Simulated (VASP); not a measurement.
# CdS (Cm) in VASP: notebook

Runs on CdS. Level: LDA. Tasks: single point.

Everything below comes from runs of VASP 6.6.1. Logs are shortened: lines on timing, memory, paths and dates and some standing lists are left out, and cuts for length are marked.

### Step 1. The cell of the first run

The structure is monoclinic, space group Cm (No. 8). Conventional cell: a = 7.381 Å, b = 4.261 Å, c = 5.804 Å, α = 90.00°, β = 90.00°, γ = 90.00°. Cd (site symmetry m) has 3 S at 2.33 to 2.76 Å within 3.1 Å. Within 3.1 Å of S (site symmetry m) lie 3 Cd at 2.33 to 2.76 Å.

### Step 2. Single point, LDA

The input, INCAR:

```
SYSTEM = CdS
  PREC = Accurate
  ENCUT = 520
  EDIFF = 1E-7
  ISMEAR = 0
  SIGMA = 0.05
  LREAL = .False.
  LASPH = .True.
  NELM = 100
  ALGO = Normal
  ISIF = 2
  LWAVE = .False.
  LCHARG = .True.
  GGA = CA
  LELF = .True.
  LVHAR = .True.
  NBANDS = 16
```

The input, KPOINTS:

```
regular mesh
0
Gamma
  9 9 6
  0 0 0
```

The input, POSCAR:

```
CdS
1.0
    4.2611695877      0.0000000000      0.0000000000
   -2.1305847939      3.6902811128      0.0000000000
    0.0000000000      0.0000000000      5.8041729400
Cd S
1 1
Direct
    0.0000000000      0.0000000000      0.4426919200
    0.7479453887      0.3739726944      0.4332859383
```

Potentials or basis: VASP PAW LDA potentials, release 64 (Cd, S).

On the command line:

```sh
cat potpaw_LDA.64/Cd/POTCAR potpaw_LDA.64/S/POTCAR > POTCAR
mpirun -np 1 vasp_std > vasp.out
```

OUTCAR:

```text
SYSTEM = CdS
   PREC = Accurate
   ENCUT = 520
   EDIFF = 1E-7
   ISMEAR = 0
   LREAL = .False.
   LASPH = .True.
   NELM = 100
   ISIF = 2
   GGA = CA

 ion  position               nearest neighbor table
   1  0.000  0.000  0.443-   2 2.33   2 2.33   2 2.76
   2  0.748  0.374  0.433-   1 2.33   1 2.33   1 2.76

  LATTYP: Found a hexagonal cell.
 ALAT       =     4.2611695877
 C/A-ratio  =     1.3621079426

  Lattice vectors:

 A1 = (   4.2611695877,   0.0000000000,   0.0000000000)
 A2 = (  -2.1305847939,   3.6902811128,   0.0000000000)
 A3 = (   0.0000000000,   0.0000000000,   5.8041729400)

Analysis of symmetry for initial positions (statically):
=====================================================================
 Subroutine PRICEL returns:
 Original cell was already a primitive cell.

 Routine SETGRP: Setting up the symmetry group for a
 hexagonal supercell.

 Subroutine GETGRP returns: Found  2 space group operations
 (whereof  2 operations were pure point group operations)
 out of a pool of 24 trial point group operations.

The static configuration has the point symmetry C_1h.

Analysis of symmetry for dynamics (positions and initial velocities):
=====================================================================
 Subroutine PRICEL returns:
 Original cell was already a primitive cell.

 Routine SETGRP: Setting up the symmetry group for a
 hexagonal supercell.

 Subroutine GETGRP returns: Found  2 space group operations
 (whereof  2 operations were pure point group operations)
 out of a pool of 24 trial point group operations.

The dynamic configuration has the point symmetry C_1h.

 Subroutine INISYM returns: Found  2 space group operations
 (whereof  2 operations are pure point group operations),
 and found     1 'primitive' translations

----------------------------------------------------------------------------------------

                                     Primitive cell

  volume of cell :      91.2701

  direct lattice vectors                    reciprocal lattice vectors
     4.261169588  0.000000000  0.000000000     0.234677353  0.135491033  0.000000000
    -2.130584794  3.690281113  0.000000000     0.000000000  0.270982066  0.000000000
     0.000000000  0.000000000  5.804172940     0.000000000  0.000000000  0.172289835

  length of vectors
     4.261169588  4.261169588  5.804172940     0.270982066  0.270982066  0.172289835

  position of ions in fractional coordinates (direct lattice)
     0.000000000  0.000000000  0.442691920
     0.747945389  0.373972694  0.433285938

  ion indices of the primitive-cell ions
   primitive index   ion index
                 1           1
                 2           2

----------------------------------------------------------------------------------------

 KPOINTS: regular mesh

Automatic generation of k-mesh.
 Grid dimensions read from file:
 generate k-points for:    9    9    6

 Generating k-lattice:

  Cartesian coordinates                     Fractional coordinates (reciprocal lattice)
     0.026075261  0.015054559  0.000000000     0.111111111 -0.000000000  0.000000000
     0.000000000  0.030109118  0.000000000     0.000000000  0.111111111  0.000000000
     0.000000000  0.000000000  0.028714973     0.000000000  0.000000000  0.166666667

  Length of vectors
     0.030109118  0.030109118  0.028714973

  Shift w.r.t. Gamma in fractional coordinates (k-lattice)
     0.000000000  0.000000000  0.000000000

 Subroutine IBZKPT returns following result:
 ===========================================

 Found    140 irreducible k-points:

 Following reciprocal coordinates:
            Coordinates               Weight
  0.000000  0.000000  0.000000      1.000000
  0.111111 -0.000000  0.000000      2.000000
  0.000000  0.111111  0.000000      4.000000
  0.222222 -0.000000  0.000000      2.000000
  0.000000  0.222222  0.000000      4.000000
  0.333333  0.000000  0.000000      2.000000
[... 16 lines left out ...]
 -0.222222 -0.444444  0.000000      4.000000
  0.444444  0.333333  0.000000      4.000000
 [... further k-points ...]
   k-points           NKPTS =    140   k-points in BZ     NKDIM =    140   number of bands    NBANDS=     16
   number of dos      NEDOS =    301   number of ions     NIONS =      2
   total plane-waves  NPLWV =  49152
   dimension x,y,z NGX =    32 NGY =   32 NGZ =   48
   dimension x,y,z NGXF=    64 NGYF=   64 NGZF=   96
   ions per type =               1   1
   NGX,Y,Z   is equivalent  to a cutoff of  12.48, 12.48, 13.75 a.u.
   NGXF,Y,Z  is equivalent  to a cutoff of  24.97, 24.97, 27.50 a.u.
 SYSTEM =  CdS
   PREC   = accura    normal or accurate (medium, high low for compatibility)
   ISTART =      0    job   : 0-new  1-cont  2-samecut
   ICHARG =      2    charge: 1-file 2-atom 10-const
   ISPIN  =      1    spin polarized calculation?
   LNONCOLLINEAR =      F non collinear calculations
   LSORBIT =      F    spin-orbit coupling
   LASPH  =      T    aspherical Exc in radial PAW
   ENCUT  =  520.0 eV  38.22 Ry    6.18 a.u.   7.92  7.92 10.79*2*pi/ulx,y,z
   NELM   =    100;   NELMIN=  2; NELMDL= -5     # of ELM steps
   EDIFF  = 0.1E-06   stopping-criterion for ELM
   LREAL  =      F    real-space projection
   EDIFFG = 0.1E-05   stopping-criterion for IOM
   NSW    =      0    number of steps for IOM
   IBRION =     -1    ionic relax: 0-MD 1-quasi-New 2-CG
   NFREE  =      0    steps in history (QN), initial steepest desc. (CG)
   ISIF   =      2    stress and relaxation
   ISYM   =      2    0-nonsym 1-usesym 2-fastsym
   POTIM  = 0.5000    time-step for ionic-motion
   TEBEG  =    0.0;   TEEND  =   0.0 temperature during run
   PSTRESS=    0.0 pullay stress
   NELECT =      18.0000    total number of electrons
   NUPDOWN=      -1.0000    fix difference up-down
   EMIN   =  10.00;   EMAX   =-10.00  energy-range for DOS
   EFERMI =   0.00;   METHOD = LEGACY
   ISMEAR =     0;   SIGMA  =   0.05  broadening in eV -4-tet -1-fermi 0-gaus
   EFERMI_NEDOS =   21; number of points for ismear=-14 and -15
   IALGO  =     38    algorithm
   IMIX   =      4    mixing-type and parameters
     AMIX     =   0.40;   BMIX     =  1.00
     AMIX_MAG =   1.60;   BMIX_MAG =  1.00
  volume/ion in A,a.u.               =      45.64       307.96
  Fermi-wavevector in a.u.,A,eV,Ry     =   0.952919  1.800756 12.354841  0.908055
  Thomas-Fermi vector in A             =   2.081527
   LORBIT       =      0    0 simple, 1 ext, 2 COOP (PROOUT), +10 PAW based schemes
   GGA     = CA    functional components
   LHFCALC =     F    Hartree Fock is set to
   AEXX    =    0.0000 exact exchange contribution
   IVDW    =     0    specifies the selected vdW correction
   LEPSILON=     F    determine dielectric tensor
   LRPA    =     F    only Hartree local field effects (RPA)
 non-spin polarized calculation
 Gauss-broadening in eV      SIGMA  =   0.05
  energy-cutoff  :      520.00
  volume of cell :       91.27
 maximum number of plane-waves:      2490
   NGX = 15   NGY = 15   NGZ = 21

 number of electron      18.0000004 magnetization

 Free energy of the ion-electron system (eV)
  ---------------------------------------------------
  ext. energy  EPLUGINS =         0.00000000
  ---------------------------------------------------
  free energy    TOTEN  =        -6.37691700 eV

  energy without entropy =       -6.37691700  energy(sigma->0) =       -6.37691700

 E-fermi :  -1.7896     XC(G=0):  -6.5336

 val. band max:       -2.0535819737   @ k =   0.0000   0.0000   0.5000
 cond. band min:      -0.9246471641   @ k =   0.0000   0.0000   0.0000
 fundamental gap:      1.1289348096
 Fermi energy:        -1.7895956329

 k-point     1 :       0.0000    0.0000    0.0000
  band No.  band energies     occupation
      1     -14.1677      2.00000
      2     -10.2512      2.00000
      3      -9.9961      2.00000
      4      -9.6742      2.00000
      5      -9.5907      2.00000
      6      -9.3612      2.00000
[... 8 lines left out ...]
     15       8.1917      0.00000
     16       9.3509      0.00000

 k-point     2 :       0.1111   -0.0000    0.0000
  band No.  band energies     occupation
      1     -14.1417      2.00000
      2     -10.2288      2.00000
      3      -9.9667      2.00000
      4      -9.6758      2.00000
      5      -9.6006      2.00000
      6      -9.3496      2.00000
[... 8 lines left out ...]
     15       8.9379      0.00000
     16       9.1537      0.00000

 k-point     3 :       0.0000    0.1111    0.0000
  band No.  band energies     occupation
      1     -14.1111      2.00000
      2     -10.2756      2.00000
      3      -9.9471      2.00000
      4      -9.6894      2.00000
      5      -9.5932      2.00000
      6      -9.3509      2.00000
[... 8 lines left out ...]
     15       8.9789      0.00000
     16       9.1673      0.00000

 k-point     4 :       0.2222   -0.0000    0.0000
  band No.  band energies     occupation
      1     -14.0767      2.00000
      2     -10.1705      2.00000
      3      -9.8784      2.00000
      4      -9.6799      2.00000
      5      -9.6252      2.00000
      6      -9.3135      2.00000
[... 8 lines left out ...]
     15       8.3944      0.00000
     16       8.9058      0.00000
[... 324 lines left out ...]
 k-point    22 :       0.3333    0.2222    0.0000
  band No.  band energies     occupation
      1     -13.8166      2.00000
      2     -10.1656      2.00000
      3      -9.7414      2.00000
      4      -9.6580      2.00000
      5      -9.6445      2.00000
      6      -9.0826      2.00000
[... 8 lines left out ...]
     15       6.5849      0.00000
     16       7.4276      0.00000

 k-point    23 :      -0.2222   -0.4444    0.0000
  band No.  band energies     occupation
      1     -13.6388      2.00000
      2     -10.2119      2.00000
      3      -9.7957      2.00000
      4      -9.6991      2.00000
      5      -9.6187      2.00000
      6      -9.2308      2.00000
[... 8 lines left out ...]
     15       6.6764      0.00000
     16       7.7010      0.00000

 k-point    24 :       0.4444    0.3333    0.0000
  band No.  band energies     occupation
      1     -13.7107      2.00000
      2     -10.2149      2.00000
      3      -9.7760      2.00000
      4      -9.6697      2.00000
      5      -9.6277      2.00000
      6      -9.1533      2.00000
[... 8 lines left out ...]
     15       6.4191      0.00000
     16       7.6163      0.00000

 [... further k-points ...]

------------------------ aborting loop because EDIFF is reached ----------------------------------------

  FORCE on cell =-STRESS in cart. coord.  units (eV):
  Direction    XX          YY          ZZ          XY          YZ          ZX
  --------------------------------------------------------------------------------------
  -------------------------------------------------------------------------------------
  Total       -1.4861603      0.1617720     -0.0638080     -1.4271513      0.0346450      0.0600070
  in kB      -26.0884115      2.8397845     -1.1201015    -25.0525526      0.6081669      1.0533764
  external PRESSURE =      -8.1229095 kB  Pullay stress =       0.0000000 kB

 VOLUME and BASIS-vectors are now :
 -----------------------------------------------------------------------------
  energy-cutoff  :      520.00
  volume of cell :       91.27
      direct lattice vectors                 reciprocal lattice vectors
     4.261169588  0.000000000  0.000000000     0.234677353  0.135491033  0.000000000
    -2.130584794  3.690281113  0.000000000     0.000000000  0.270982066  0.000000000
     0.000000000  0.000000000  5.804172940     0.000000000  0.000000000  0.172289835

 POSITION                                       TOTAL-FORCE (eV/Angst)
 -----------------------------------------------------------------------------------
      0.00000      0.00000      2.56946         1.096609      0.633127      0.002122
      2.39034      1.38006      2.51487        -1.096609     -0.633127     -0.002122
 -----------------------------------------------------------------------------------
    total drift:                                0.000130      0.000078     -0.000025

  FREE ENERGIE OF THE ION-ELECTRON SYSTEM (eV)
  ---------------------------------------------------
  free  energy   TOTEN  =        -6.3769169997 eV

  energy  without entropy=       -6.3769169997  energy(sigma->0) =       -6.37691700
```

Wall time 2.1 min (1 thread of AMD EPYC 9R14 (Zen 4), shared host); peak memory 0.29 GiB.

What came out:

- Free energy: -6.3769 eV
- Pressure: -0.8 GPa
- Largest force: 1.266 eV/Å
- Band gap on the k mesh: 1.13 eV (least direct gap 1.15 eV)

Forces on the atoms (eV/Å):
```
Cd   1.097  0.633  0.002
S   -1.097 -0.633 -0.002
```

Caveat: the cell differs from its parent crystal (all S atoms moved -0.300 Å, as atom 2 towards its neighbour atom 1 (Cd) at 2.461 Å); an odd mesh through Γ misses points on the zone boundary, where band edges can lie; forces of over 1 eV/Å act on the atoms, so gaps and moduli don't describe the material at rest.

### Step 3. Single point, LDA

The input, INCAR:

```
PREC = Accurate
ENCUT = 520
EDIFF = 1E-6
ISMEAR = 0
SIGMA = 0.05
LREAL = False
LASPH = True
NELM = 60
ALGO = Normal
ISIF = 2
LWAVE = False
LCHARG = False
GGA = CA
NBANDS = 16
```

The input, KPOINTS:

```
Automatic mesh
0
Gamma
  9 9 6
```

Changes to POSCAR since step 2:

```diff
@@ -9,2 +9,2 @@
     0.0000000000      0.0000000000      0.4426919200
-    0.7479453887      0.3739726944      0.4332859383
+    0.6057076251      0.3028538126      0.4350746863
```

Potentials or basis: VASP PAW LDA potentials, release 64 (Cd, S).

On the command line:

```sh
cat potpaw_LDA.64/Cd/POTCAR potpaw_LDA.64/S/POTCAR > POTCAR
mpirun -np 1 vasp_std > vasp.out
```

Wall time 1.9 min (1 thread of AMD EPYC 9R14 (Zen 4), shared host); peak memory 0.29 GiB.

The run converged. Its results:

```
Free energy            : -6.3642 eV
Pressure               : -0.9 GPa
Largest force          : 2.434 eV/Å
Band gap on the k mesh : 1.01 eV
```

Forces on the atoms (eV/Å):
```
Cd  -2.108 -1.217  0.002
S    2.108  1.217 -0.002
```

Stress tensor (GPa, compression positive):
```
 0.75  3.59 -0.16
 3.59 -3.40 -0.09
-0.16 -0.09 -0.11
```

Levels at points of the mesh, in eV from the valence-band top:
| k point | band 7 | band 8 | band 9 | band 10 | band 11 | band 12 |
| --- | --- | --- | --- | --- | --- | --- |
| (0.00, 0.00, 0.00) | -1.38 | -0.70 | 0.00 | 1.01 | 5.18 | 5.98 |
| (0.00, 0.00, 0.50) | -1.61 | -0.70 | 0.00 | 1.29 | 4.65 | 6.03 |

Caveat: the cell differs from its parent crystal (all S atoms moved +0.225 Å, as atom 2 towards its neighbour atom 1 (Cd) at 2.461 Å); an odd mesh through Γ misses points on the zone boundary, where band edges can lie; forces of over 1 eV/Å act on the atoms, so gaps and moduli don't describe the material at rest.

(Continued in part 2 of 2.)
